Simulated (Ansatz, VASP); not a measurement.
**Two plane-wave programs on BaS**

```
Ba S
1.0
     0.00000    3.50287    3.54808
     3.50287    0.00000    3.54808
     3.50287    3.50287    0.00000
Ba S
1 1
Direct
  0.00000 0.00000 0.00000
  0.25000 0.25000 0.25000
```

Change from the starting cell: epitaxial_xy strain -0.5%.

Alike in both runs: task single point; functional r2SCAN; k mesh 6 × 6 × 6; no spin polarisation.

|  | VASP | Ansatz |
| --- | --- | --- |
| version | VASP 6.6.1 | Ansatz 0.2.0 |
| potentials or method | VASP PAW PBE potentials, release 64 (Ba_sv, S) | plane waves, PAW |
| plane-wave cutoff (eV) | 520 | 500 |
| occupations | gaussian, width 0.01 eV | fixed |
| valence electrons in the cell | 16 | 16 |

|  | VASP | Ansatz | Ansatz less VASP |
| --- | --- | --- | --- |
| gap on the k mesh at the Fermi level (eV) | 3.08 | 3.07 | -0.014 |
| pressure (GPa) | 0.4 | 0.0 | -0.41 |

VASP's potentials were made for PBE, not for r2SCAN.

Neither program's run includes spin-orbit coupling.
